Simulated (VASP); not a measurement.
# Cs3Sn (Pm-3m) in VASP: further runs, part 2 of 2

VASP 6.6.1. The steps go on from the part before.

**3. Relaxation of cell and atoms, PBE**

This run uses another cell than the first one, of 57.12 Å³/atom.

The input, INCAR:

```
PREC = Accurate
ENCUT = 600
EDIFF = 1E-6
ISMEAR = 0
SIGMA = 0.1
LREAL = False
LASPH = True
NELM = 80
ALGO = Fast
ISIF = 3
LWAVE = False
LCHARG = False
GGA = PE
IBRION = 2
NSW = 100
EDIFFG = -0.01
```

The input, KPOINTS:

```
regular mesh
0
Gamma
  8 8 8
```

The input, POSCAR:

```
Cs3Sn
1.0
    6.1132388711      0.0000000000      0.0000000000
    0.0000000000      6.1132388711      0.0000000000
    0.0000000000      0.0000000000      6.1132388711
Cs Sn
3 1
Direct
    0.0000000000      0.5000000000      0.5000000000
    0.5000000000      0.0000000000      0.5000000000
    0.5000000000      0.5000000000      0.0000000000
    0.0000000000      0.0000000000      0.0000000000
```

Potentials or basis: VASP PAW PBE potentials, release 64 (Cs_sv, Sn_d).

Started as:

```console
$ cat potpaw_PBE.64/Cs_sv/POTCAR potpaw_PBE.64/Sn_d/POTCAR > POTCAR
$ mpirun -np 1 vasp_std > vasp.out
```

OUTCAR:

```text
PREC = Accurate
   ENCUT = 600
   EDIFF = 1E-6
   ISMEAR = 0
   LREAL = False
   LASPH = True
   NELM = 80
   ISIF = 3
   GGA = PE
   IBRION = 2
   NSW = 100
   EDIFFG = -0.01

 ion  position               nearest neighbor table
   1  0.000  0.500  0.500-
   2  0.500  0.000  0.500-
   3  0.500  0.500  0.000-
   4  0.000  0.000  0.000-

  LATTYP: Found a simple cubic cell.
 ALAT       =     6.1132388711

  Lattice vectors:

 A1 = (   6.1132388711,   0.0000000000,   0.0000000000)
 A2 = (   0.0000000000,   6.1132388711,   0.0000000000)
 A3 = (   0.0000000000,   0.0000000000,   6.1132388711)

Analysis of symmetry for initial positions (statically):
=====================================================================
 Subroutine PRICEL returns:
 Original cell was already a primitive cell.

 Routine SETGRP: Setting up the symmetry group for a
 simple cubic supercell.

 Subroutine GETGRP returns: Found 48 space group operations
 (whereof 48 operations were pure point group operations)
 out of a pool of 48 trial point group operations.

The static configuration has the point symmetry O_h .

Analysis of symmetry for dynamics (positions and initial velocities):
=====================================================================
 Subroutine PRICEL returns:
 Original cell was already a primitive cell.

 Routine SETGRP: Setting up the symmetry group for a
 simple cubic supercell.

 Subroutine GETGRP returns: Found 48 space group operations
 (whereof 48 operations were pure point group operations)
 out of a pool of 48 trial point group operations.

The dynamic configuration has the point symmetry O_h .

[... 119 lines left out ...]
   IALGO  =     68    algorithm
   IMIX   =      4    mixing-type and parameters
     AMIX     =   0.40;   BMIX     =  1.00
     AMIX_MAG =   1.60;   BMIX_MAG =  1.00
  volume/ion in A,a.u.               =      57.12       385.43
  Fermi-wavevector in a.u.,A,eV,Ry     =   0.923417  1.745006 11.601685  0.852700
  Thomas-Fermi vector in A             =   2.049052
   LORBIT       =      0    0 simple, 1 ext, 2 COOP (PROOUT), +10 PAW based schemes
   GGA     = PE    functional components
   LHFCALC =     F    Hartree Fock is set to
   AEXX    =    0.0000 exact exchange contribution
   IVDW    =     0    specifies the selected vdW correction
   LEPSILON=     F    determine dielectric tensor
   LRPA    =     F    only Hartree local field effects (RPA)
 conjugate gradient relaxation of ions
 non-spin polarized calculation
 RMM-DIIS sequential band-by-band and
 Gauss-broadening in eV      SIGMA  =   0.10
  energy-cutoff  :      600.00
  volume of cell :      228.46
 maximum number of plane-waves:      7689
 NGX is ok and might be reduce to    50
   NGX = 25   NGY = 25   NGZ = 25

--------------------------------------- Ionic step        1  -------------------------------------------

 number of electron      40.9999990 magnetization

 Free energy of the ion-electron system (eV)
  ---------------------------------------------------
  ext. energy  EPLUGINS =         0.00000000
  ---------------------------------------------------
  free energy    TOTEN  =        -6.01539299 eV

  energy without entropy =       -5.96574945  energy(sigma->0) =       -5.99057122

------------------------ aborting loop because EDIFF is reached ----------------------------------------

  FORCE on cell =-STRESS in cart. coord.  units (eV):
  Direction    XX          YY          ZZ          XY          YZ          ZX
  --------------------------------------------------------------------------------------
  -------------------------------------------------------------------------------------
  Total        0.4229454      0.4229454      0.4229454      0.0000000      0.0000000      0.0000000
  in kB        2.9660657      2.9660657      2.9660657      0.0000000      0.0000000      0.0000000
  external PRESSURE =       2.9660657 kB  Pullay stress =       0.0000000 kB
[... 139 lines left out ...]
--------------------------------------- Ionic step        5  -------------------------------------------

 number of electron      40.9999994 magnetization

 Free energy of the ion-electron system (eV)
  ---------------------------------------------------
  ext. energy  EPLUGINS =         0.00000000
  ---------------------------------------------------
  free energy    TOTEN  =        -6.02669508 eV

  energy without entropy =       -5.97575822  energy(sigma->0) =       -6.00122665

 E-fermi :   1.9993     XC(G=0):  -7.1999

 val. band max:        1.9892909474   @ k =   0.3750   0.2500   0.2500
 cond. band min:       2.0064503015   @ k =   0.2500   0.2500   0.1250
 fundamental gap:      0.0171593542
 Fermi energy:         1.9993188843

 k-point     1 :       0.0000    0.0000    0.0000
  band No.  band energies     occupation
      1     -21.3623      2.00000
      2     -21.2618      2.00000
      3     -21.2618      2.00000
      4     -18.6531      2.00000
      5     -18.6531      2.00000
      6     -18.6531      2.00000
[... 637 lines left out ...]
     23       3.7246      0.00000
     24       3.7251      0.00000

 [... further k-points ...]
[... 5 lines left out ...]
  --------------------------------------------------------------------------------------
  -------------------------------------------------------------------------------------
  Total        0.0115025      0.0115025      0.0115025      0.0000000      0.0000000     -0.0000000
  in kB        0.0763726      0.0763726      0.0763726      0.0000000      0.0000000     -0.0000000
  external PRESSURE =       0.0763726 kB  Pullay stress =       0.0000000 kB
[... 19 lines left out ...]
  FREE ENERGIE OF THE ION-ELECTRON SYSTEM (eV)
  ---------------------------------------------------
  free  energy   TOTEN  =        -6.0266950759 eV

  energy  without entropy=       -5.9757582221  energy(sigma->0) =       -6.00122665

 reached required accuracy - stopping structural energy minimisation
```

It took 25 min on 1 thread of Intel Xeon 8259CL, shared host; peak memory 0.52 GiB.

Results:

```yaml
Free_energy: -6.0267 eV
Relaxed_volume: 60.33 Å³/atom
Relaxed_cell: a = 6.226 Å, b = 6.226 Å, c = 6.226 Å, α = 90.00°, β = 90.00°, γ = 90.00°
Space_group_after_relaxing_to_0.1_Å: Pm-3m (No. 221)
Energy_gained_by_relaxing: 2.8 meV/atom
Ionic_steps: 5
Pressure_after_relaxing: 0.0 GPa
Band_gap_on_the_k_mesh: zero (an odd number of electrons rules out a gap without spin polarisation)
```

Step by step:
```
step  energy change (eV)  largest force (eV/Å)  pressure (GPa)  volume (Å³)
   1              0.0000                0.0000            0.30       228.46
   2             -0.0055                0.0000            0.20       231.98
   3             -0.0100                0.0000            0.09       236.78
   4             -0.0095                0.0000           -0.10       246.59
   5             -0.0113                0.0000            0.01       241.31
```

Final structure:
```xyz
4
Lattice="6.2257 0.0000 0.0000 0.0000 6.2257 0.0000 0.0000 0.0000 6.2257" Properties=species:S:1:pos:R:3 pbc="T T T"
Cs    0.0000    3.1129    3.1129
Cs    3.1129    0.0000    3.1129
Cs    3.1129    3.1129    0.0000
Sn    0.0000    0.0000    0.0000
```

Caveat: spin-orbit coupling is left out, which moves the levels of the heavy elements.
